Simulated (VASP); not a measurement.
# SiGe (P6_3mc) in VASP: further runs

SiGe is run at these levels: PBEsol; tasks: single point.

Everything below comes from runs of VASP 6.6.1. Logs are shortened: lines on timing, memory, paths and dates and some standing lists are left out, and cuts for length are marked.

### 1 The cell of the first run

It takes space group P6_3mc (No. 186, hexagonal). Conventional cell: a = 3.901 Å, b = 3.901 Å, c = 6.443 Å, α = 90.00°, β = 90.00°, γ = 120.00°. Within 3.2 Å of Si (site symmetry 3m) lie 4 Ge at 2.39 to 2.41 Å. Ge (site symmetry 3m) has 4 Si at 2.39 to 2.41 Å within 3.2 Å.

### 2 Single point, PBEsol

The input, INCAR:

```
  PREC = Accurate
  ENCUT = 520
  EDIFF = 1E-6
  ISMEAR = 0
  SIGMA = 0.02
  LREAL = False
  LASPH = True
  NELM = 80
  ALGO = Normal
  ISIF = 2
  LWAVE = False
  LCHARG = False
  GGA = PS
  NBANDS = 26
```

The input, KPOINTS:

```
regular mesh
0
Gamma
  12 12 6
```

The input, POSCAR:

```
SiGe
1.0
    3.9005968931      0.0000000000      0.0000000000
   -1.9502984466      3.3780159994      0.0000000000
    0.0000000000      0.0000000000      6.4433927721
Si Ge
2 2
Direct
    0.6666666667      0.3333333333      0.8745463420
    0.3333333333      0.6666666667      0.3745463420
    0.6666666667      0.3333333333      0.5004526580
    0.3333333333      0.6666666667      0.0004526580
```

Potentials or basis: VASP PAW PBE potentials, release 64 (Si, Ge_d).

Run with:

```
$ cat potpaw_PBE.64/Si/POTCAR potpaw_PBE.64/Ge_d/POTCAR > POTCAR
$ mpirun -np 1 vasp_std > vasp.out
```

OUTCAR:

```text
PREC = Accurate
   ENCUT = 520
   EDIFF = 1E-6
   ISMEAR = 0
   LREAL = False
   LASPH = True
   NELM = 80
   ISIF = 2
   GGA = PS

 ion  position               nearest neighbor table
   1  0.667  0.333  0.875-   4 2.39   4 2.39   4 2.39   3 2.41
   2  0.333  0.667  0.375-   3 2.39   3 2.39   3 2.39   4 2.41
   3  0.667  0.333  0.500-   2 2.39   2 2.39   2 2.39   1 2.41
   4  0.333  0.667  0.000-   1 2.39   1 2.39   1 2.39   2 2.41

  LATTYP: Found a hexagonal cell.
 ALAT       =     3.9005968931
 C/A-ratio  =     1.6518991705

  Lattice vectors:

 A1 = (   3.9005968931,   0.0000000000,   0.0000000000)
 A2 = (  -1.9502984466,   3.3780159994,   0.0000000000)
 A3 = (   0.0000000000,   0.0000000000,   6.4433927721)

Analysis of symmetry for initial positions (statically):
=====================================================================
 Subroutine PRICEL returns:
 Original cell was already a primitive cell.

 Routine SETGRP: Setting up the symmetry group for a
 hexagonal supercell.

 Subroutine GETGRP returns: Found 12 space group operations
 (whereof  6 operations were pure point group operations)
 out of a pool of 24 trial point group operations.

The static configuration has the point symmetry C_3v.
 The point group associated with its full space group is C_6v.

Analysis of symmetry for dynamics (positions and initial velocities):
=====================================================================
 Subroutine PRICEL returns:
 Original cell was already a primitive cell.

 Routine SETGRP: Setting up the symmetry group for a
 hexagonal supercell.

 Subroutine GETGRP returns: Found 12 space group operations
 (whereof  6 operations were pure point group operations)
 out of a pool of 24 trial point group operations.

The dynamic configuration has the point symmetry C_3v.
 The point group associated with its full space group is C_6v.

 Subroutine INISYM returns: Found 12 space group operations
 (whereof  6 operations are pure point group operations),
 and found     1 'primitive' translations

----------------------------------------------------------------------------------------

                                     Primitive cell

  volume of cell :      84.8999

  direct lattice vectors                    reciprocal lattice vectors
     3.900596893  0.000000000  0.000000000     0.256371019  0.148015877  0.000000000
    -1.950298447  3.378015999  0.000000000     0.000000000  0.296031754  0.000000000
     0.000000000  0.000000000  6.443392772     0.000000000  0.000000000  0.155197741

  length of vectors
     3.900596893  3.900596893  6.443392772     0.296031754  0.296031754  0.155197741

  position of ions in fractional coordinates (direct lattice)
     0.666666667  0.333333333  0.874546342
     0.333333333  0.666666667  0.374546342
     0.666666667  0.333333333  0.500452658
     0.333333333  0.666666667  0.000452658

  ion indices of the primitive-cell ions
   primitive index   ion index
                 1           1
                 2           2
                 3           3
                 4           4

----------------------------------------------------------------------------------------

 KPOINTS: regular mesh

Automatic generation of k-mesh.
 Grid dimensions read from file:
 generate k-points for:   12   12    6

 Generating k-lattice:

  Cartesian coordinates                     Fractional coordinates (reciprocal lattice)
     0.021364252  0.012334656  0.000000000     0.083333333  0.000000000  0.000000000
     0.000000000  0.024669313  0.000000000     0.000000000  0.083333333  0.000000000
     0.000000000  0.000000000  0.025866290     0.000000000  0.000000000  0.166666667

  Length of vectors
     0.024669313  0.024669313  0.025866290

  Shift w.r.t. Gamma in fractional coordinates (k-lattice)
     0.000000000  0.000000000  0.000000000

 Subroutine IBZKPT returns following result:
 ===========================================

 Found     76 irreducible k-points:

 Following reciprocal coordinates:
            Coordinates               Weight
  0.000000  0.000000  0.000000      1.000000
  0.083333  0.000000  0.000000      6.000000
  0.166667  0.000000  0.000000      6.000000
  0.250000  0.000000  0.000000      6.000000
  0.333333  0.000000  0.000000      6.000000
  0.416667  0.000000  0.000000      6.000000
[... 16 lines left out ...]
  0.250000  0.000000  0.166667     12.000000
  0.333333  0.000000  0.166667     12.000000
 [... further k-points ...]
   k-points           NKPTS =     76   k-points in BZ     NKDIM =     76   number of bands    NBANDS=     26
   number of dos      NEDOS =    301   number of ions     NIONS =      4
   total plane-waves  NPLWV =  43200
   dimension x,y,z NGX =    30 NGY =   30 NGZ =   48
   dimension x,y,z NGXF=    60 NGYF=   60 NGZF=   96
   ions per type =               2   2
   NGX,Y,Z   is equivalent  to a cutoff of  12.79, 12.79, 12.38 a.u.
   NGXF,Y,Z  is equivalent  to a cutoff of  25.57, 25.57, 24.77 a.u.
 SYSTEM =  unknown system
   PREC   = accura    normal or accurate (medium, high low for compatibility)
   ISTART =      0    job   : 0-new  1-cont  2-samecut
   ICHARG =      2    charge: 1-file 2-atom 10-const
   ISPIN  =      1    spin polarized calculation?
   LNONCOLLINEAR =      F non collinear calculations
   LSORBIT =      F    spin-orbit coupling
   LASPH  =      T    aspherical Exc in radial PAW
   ENCUT  =  520.0 eV  38.22 Ry    6.18 a.u.   7.25  7.25 11.98*2*pi/ulx,y,z
   NELM   =     80;   NELMIN=  2; NELMDL= -5     # of ELM steps
   EDIFF  = 0.1E-05   stopping-criterion for ELM
   LREAL  =      F    real-space projection
   EDIFFG = 0.1E-04   stopping-criterion for IOM
   NSW    =      0    number of steps for IOM
   IBRION =     -1    ionic relax: 0-MD 1-quasi-New 2-CG
   NFREE  =      0    steps in history (QN), initial steepest desc. (CG)
   ISIF   =      2    stress and relaxation
   ISYM   =      2    0-nonsym 1-usesym 2-fastsym
   POTIM  = 0.5000    time-step for ionic-motion
   TEBEG  =    0.0;   TEEND  =   0.0 temperature during run
   PSTRESS=    0.0 pullay stress
   NELECT =      36.0000    total number of electrons
   NUPDOWN=      -1.0000    fix difference up-down
   EMIN   =  10.00;   EMAX   =-10.00  energy-range for DOS
   EFERMI =   0.00;   METHOD = LEGACY
   ISMEAR =     0;   SIGMA  =   0.02  broadening in eV -4-tet -1-fermi 0-gaus
   EFERMI_NEDOS =   21; number of points for ismear=-14 and -15
   IALGO  =     38    algorithm
   IMIX   =      4    mixing-type and parameters
     AMIX     =   0.40;   BMIX     =  1.00
     AMIX_MAG =   1.60;   BMIX_MAG =  1.00
  volume/ion in A,a.u.               =      21.22       143.23
  Fermi-wavevector in a.u.,A,eV,Ry     =   1.229910  2.324192 20.581230  1.512678
  Thomas-Fermi vector in A             =   2.364779
   LORBIT       =      0    0 simple, 1 ext, 2 COOP (PROOUT), +10 PAW based schemes
   GGA     = PS    functional components
   LHFCALC =     F    Hartree Fock is set to
   AEXX    =    0.0000 exact exchange contribution
   IVDW    =     0    specifies the selected vdW correction
   LEPSILON=     F    determine dielectric tensor
   LRPA    =     F    only Hartree local field effects (RPA)
 non-spin polarized calculation
 Gauss-broadening in eV      SIGMA  =   0.02
  energy-cutoff  :      520.00
  volume of cell :       84.90
 maximum number of plane-waves:      2316
 NGX is ok and might be reduce to    30
   NGX = 15   NGY = 15   NGZ = 23

 number of electron      35.9999968 magnetization

 Free energy of the ion-electron system (eV)
  ---------------------------------------------------
  ext. energy  EPLUGINS =         0.00000000
  ---------------------------------------------------
  free energy    TOTEN  =       -21.26127956 eV

  energy without entropy =      -21.26127956  energy(sigma->0) =      -21.26127956

 E-fermi :   5.6722     XC(G=0):  -9.8804

 val. band max:        5.5574403719   @ k =   0.0000   0.0000   0.0000
 cond. band min:       5.9052395649   @ k =   0.5000   0.0000   0.0000
 fundamental gap:      0.3477991930
 Fermi energy:         5.6722134443

 k-point     1 :       0.0000    0.0000    0.0000
  band No.  band energies     occupation
      1     -18.9678      2.00000
      2     -18.9677      2.00000
      3     -18.9645      2.00000
      4     -18.9645      2.00000
      5     -18.9616      2.00000
      6     -18.9616      2.00000
[... 18 lines left out ...]
     25       9.8340      0.00000
     26      11.9900      0.00000

 k-point     2 :       0.0833    0.0000    0.0000
  band No.  band energies     occupation
      1     -18.9678      2.00000
      2     -18.9674      2.00000
      3     -18.9646      2.00000
      4     -18.9641      2.00000
      5     -18.9614      2.00000
      6     -18.9611      2.00000
[... 18 lines left out ...]
     25      10.1480      0.00000
     26      11.4645      0.00000

 k-point     3 :       0.1667    0.0000    0.0000
  band No.  band energies     occupation
      1     -18.9683      2.00000
      2     -18.9664      2.00000
      3     -18.9649      2.00000
      4     -18.9631      2.00000
      5     -18.9606      2.00000
      6     -18.9599      2.00000
[... 18 lines left out ...]
     25      10.7359      0.00000
     26      10.9662      0.00000

 k-point     4 :       0.2500    0.0000    0.0000
  band No.  band energies     occupation
      1     -18.9693      2.00000
      2     -18.9658      2.00000
      3     -18.9647      2.00000
      4     -18.9619      2.00000
      5     -18.9593      2.00000
      6     -18.9582      2.00000
[... 18 lines left out ...]
     25      12.0372      0.00000
     26      12.0632      0.00000
[... 496 lines left out ...]
      1     -18.9683      2.00000
      2     -18.9669      2.00000
      3     -18.9643      2.00000
      4     -18.9629      2.00000
      5     -18.9609      2.00000
      6     -18.9601      2.00000
[... 18 lines left out ...]
     25      10.7498      0.00000
     26      11.1437      0.00000

 k-point    23 :       0.2500    0.0000    0.1667
  band No.  band energies     occupation
      1     -18.9692      2.00000
      2     -18.9667      2.00000
      3     -18.9637      2.00000
      4     -18.9616      2.00000
      5     -18.9595      2.00000
      6     -18.9585      2.00000
[... 18 lines left out ...]
     25      11.7757      0.00000
     26      11.8293      0.00000

 k-point    24 :       0.3333    0.0000    0.1667
  band No.  band energies     occupation
      1     -18.9703      2.00000
      2     -18.9671      2.00000
      3     -18.9626      2.00000
      4     -18.9606      2.00000
      5     -18.9581      2.00000
      6     -18.9569      2.00000
[... 18 lines left out ...]
     25      12.5617      0.00000
     26      12.9682      0.00000

 [... further k-points ...]

------------------------ aborting loop because EDIFF is reached ----------------------------------------

  FORCE on cell =-STRESS in cart. coord.  units (eV):
  Direction    XX          YY          ZZ          XY          YZ          ZX
  --------------------------------------------------------------------------------------
  -------------------------------------------------------------------------------------
  Total       -0.0118232     -0.0118232     -0.0076681      0.0000000      0.0000000      0.0000000
  in kB       -0.2231198     -0.2231198     -0.1447068      0.0000000      0.0000000      0.0000000
  external PRESSURE =      -0.1969821 kB  Pullay stress =       0.0000000 kB

 VOLUME and BASIS-vectors are now :
 -----------------------------------------------------------------------------
  energy-cutoff  :      520.00
  volume of cell :       84.90
      direct lattice vectors                 reciprocal lattice vectors
     3.900596893  0.000000000  0.000000000     0.256371019  0.148015877  0.000000000
    -1.950298447  3.378015999  0.000000000     0.000000000  0.296031754  0.000000000
     0.000000000  0.000000000  6.443392772     0.000000000  0.000000000  0.155197741

 POSITION                                       TOTAL-FORCE (eV/Angst)
 -----------------------------------------------------------------------------------
      1.95030      1.12601      5.63505        -0.000000     -0.000000     -0.000609
     -0.00000      2.25201      2.41335        -0.000000      0.000000     -0.000609
      1.95030      1.12601      3.22461        -0.000000      0.000000      0.000609
     -0.00000      2.25201      0.00292         0.000000      0.000000      0.000609
 -----------------------------------------------------------------------------------
    total drift:                                0.000000      0.000000      0.001094

  FREE ENERGIE OF THE ION-ELECTRON SYSTEM (eV)
  ---------------------------------------------------
  free  energy   TOTEN  =       -21.2612795585 eV

  energy  without entropy=      -21.2612795585  energy(sigma->0) =      -21.26127956
```

Wall time 76 s (1 thread of Intel Xeon Platinum 8559C (Emerald Rapids), shared host); peak memory 0.28 GiB.

Results:

```
Free energy            : -21.2613 eV
Pressure               : 0.0 GPa
Band gap on the k mesh : 0.35 eV (least direct gap 0.41 eV)
```

Levels at points of the mesh, in eV from the valence-band top:
```csv
k point,band 14,band 15,band 16,band 17,band 18,band 19,band 20,band 21,band 22,band 23
"(0.00, 0.00, 0.00)",-1.59,-1.59,-0.32,0.00,0.00,0.41,1.49,2.03,2.03,2.66
"(0.50, 0.00, 0.00)",-6.41,-4.78,-3.18,-3.04,-1.53,0.35,1.97,3.19,3.31,4.21
"(0.00, 0.00, 0.50)",-4.58,-0.97,-0.97,-0.97,-0.97,1.21,1.21,3.08,3.08,3.08
"(0.50, 0.00, 0.50)",-7.61,-2.61,-2.61,-2.53,-2.53,0.62,0.62,1.77,1.77,5.78
```

Caveat: semilocal functionals underestimate gaps, and a narrow one can read as zero; the PAW data sets were made with another functional, which shifts forces and pressure a little.

### 3 Single point, PBEsol (uniaxial strain along c: +1.0 %)

The input, INCAR:

```
ALGO = Normal
EDIFF = 1E-6
ENCUT = 520
GGA = PS
ISIF = 2
ISMEAR = 0
LASPH = True
LCHARG = False
LREAL = False
LWAVE = False
NBANDS = 26
NELM = 80
PREC = Accurate
SIGMA = 0.02
```

The input, KPOINTS:

```
k-points
0
Gamma
  12 12 6
```

The input, POSCAR:

```
SiGe
1.0
    3.8908454009      0.0000000000      0.0000000000
   -1.9454227004      3.3695709594      0.0000000000
    0.0000000000      0.0000000000      6.5078266998
Si Ge
2 2
Direct
    0.6666666667      0.3333333333      0.8745463420
    0.3333333333      0.6666666667      0.3745463420
    0.6666666667      0.3333333333      0.5004526580
    0.3333333333      0.6666666667      0.0004526580
```

Potentials or basis: VASP PAW PBE potentials, release 64 (Si, Ge_d).

Run with:

```
$ cat potpaw_PBE.64/Si/POTCAR potpaw_PBE.64/Ge_d/POTCAR > POTCAR
$ mpirun -np 1 vasp_std > vasp.out
```

OUTCAR:

```text
EDIFF = 1E-6
   ENCUT = 520
   GGA = PS
   ISIF = 2
   ISMEAR = 0
   LASPH = True
   LREAL = False
   NELM = 80
   PREC = Accurate

 ion  position               nearest neighbor table
   1  0.667  0.333  0.875-   4 2.39   4 2.39   4 2.39   3 2.43
   2  0.333  0.667  0.375-   3 2.39   3 2.39   3 2.39   4 2.43
   3  0.667  0.333  0.500-   2 2.39   2 2.39   2 2.39   1 2.43
   4  0.333  0.667  0.000-   1 2.39   1 2.39   1 2.39   2 2.43

  LATTYP: Found a hexagonal cell.
[... 897 lines left out ...]
  FORCE on cell =-STRESS in cart. coord.  units (eV):
  Direction    XX          YY          ZZ          XY          YZ          ZX
  --------------------------------------------------------------------------------------
  -------------------------------------------------------------------------------------
  Total        0.2228542      0.2228542     -1.0965219      0.0000000      0.0000000      0.0000000
  in kB        4.1848197      4.1848197    -20.5908052      0.0000000      0.0000000      0.0000000
  external PRESSURE =      -4.0737219 kB  Pullay stress =       0.0000000 kB

 VOLUME and BASIS-vectors are now :
 -----------------------------------------------------------------------------
  energy-cutoff  :      520.00
  volume of cell :       85.32
      direct lattice vectors                 reciprocal lattice vectors
     3.890845401  0.000000000  0.000000000     0.257013553  0.148386844  0.000000000
    -1.945422700  3.369570959  0.000000000     0.000000000  0.296773688  0.000000000
     0.000000000  0.000000000  6.507826700     0.000000000  0.000000000  0.153661129

 POSITION                                       TOTAL-FORCE (eV/Angst)
 -----------------------------------------------------------------------------------
      1.94542      1.12319      5.69140         0.000000      0.000000     -0.114677
     -0.00000      2.24638      2.43748         0.000000     -0.000000     -0.114677
      1.94542      1.12319      3.25686        -0.000000      0.000000      0.114677
     -0.00000      2.24638      0.00295         0.000000     -0.000000      0.114677
 -----------------------------------------------------------------------------------
    total drift:                                0.000000      0.000000      0.000246

  FREE ENERGIE OF THE ION-ELECTRON SYSTEM (eV)
  ---------------------------------------------------
  free  energy   TOTEN  =       -21.2553549030 eV

  energy  without entropy=      -21.2553549030  energy(sigma->0) =      -21.25535490
```

Wall time 70 s (1 thread of Intel Xeon Platinum 8559C (Emerald Rapids), shared host); peak memory 0.28 GiB.

What came out:

```
Free energy            : -21.2554 eV
Pressure               : -0.4 GPa
Largest force          : 0.115 eV/Å
Band gap on the k mesh : 0.37 eV (least direct gap 0.52 eV)
```

Forces in eV/Å, atoms in the order of the input:
```
Si   0.000  0.000 -0.115
Si   0.000  0.000 -0.115
Ge   0.000  0.000  0.115
Ge   0.000  0.000  0.115
```

Stress tensor (GPa, compression positive):
```
 0.42  0.00  0.00
 0.00  0.42  0.00
 0.00  0.00 -2.06
```

Caveat: the cell differs from its parent crystal (uniaxial strain along c: +1.0 %); semilocal functionals underestimate gaps, and a narrow one can read as zero; the PAW data sets were made with another functional, which shifts forces and pressure a little. A k mesh can miss the band edges.
